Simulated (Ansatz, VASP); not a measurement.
## O in VASP and in Ansatz

Contents of INCAR:

```
PREC = Accurate
ENCUT = 520
EDIFF = 1E-8
ISMEAR = -1
SIGMA = 0.02
LREAL = False
LASPH = True
NELM = 100
ALGO = Normal
ISIF = 2
LWAVE = False
LCHARG = False
GGA = PS
LEFG = True
NBANDS = 13
```

KPOINTS

```
regular mesh
0
Gamma
  10 10 10
```

The input POSCAR:

```
O
1.0
    1.4656497315      0.8700874312      3.4307511996
   -1.3810483127      0.8416204508      3.4022842192
    0.0176475812     -1.6094588821      3.3918645812
O
2
Direct
    0.0577000000      0.0577000000      0.0577000000
    0.9423000000      0.9423000000      0.9423000000
```

Input for Ansatz:

```yaml
crystal:
  lattice:
    - [1.4656497315, 0.8700874312, 3.4307511996]
    - [-1.3810483127, 0.8416204508, 3.4022842192]
    - [0.0176475812, -1.6094588821, 3.3918645812]
  atoms:
    - { symbol: O, position: [0.0577, 0.0577, 0.0577] }
    - { symbol: O, position: [0.9423, 0.9423, 0.9423] }
kpoints:
  mp_grid: { grid: [10, 10, 10] }
scf:
  occupations: { method: fermi_dirac, width: 0.02 }
hamiltonian:
  xc: pbesol
  pseudopotentials: { kind: all_electron, datasets: crystal }
output:
  forces: true
  stress: true
  eigenvalues: true
  efg: { contact_densities: true }
```

Change from the starting cell: equal xy, yz and zx shear strains of +2 %, crystal datasets.

Alike in both runs: task electric field gradients; functional PBEsol; k mesh 10 × 10 × 10; occupations fermi-dirac, width 0.02 eV; no spin polarisation.

|  | VASP | Ansatz |
| --- | --- | --- |
| version | VASP 6.6.1 | Ansatz 0.2.0 |
| potentials or method | VASP PAW PBE potentials, release 64 (O), cutoff 520 eV | all-electron PAW with datasets made for the crystal, scalar-relativistic |

|  | VASP | Ansatz | Ansatz less VASP |
| --- | --- | --- | --- |
| pressure (GPa) | 5.9 | 1.9 | -4.06 |
| traceless stress, the component that is largest in VASP (GPa) | 29.55 | 20.76 | -8.795 |
| rms of the force components (eV/Å) | 2.265 | 1.288 | -0.9770 |
| size of Vzz on the site where it differs most (V/Å²) | 116.0 | 109.2 | -6.85 |

VASP's potentials were made for PBE, not for PBEsol. Atom by atom the forces differ by 0.978 eV/Å (rms over components). Ansatz ran all-electron here, and VASP with PAW potentials.

Noted on VASP's run: the standard files for N, O and F lose accuracy on very short bonds; spin is off for a triplet molecule.
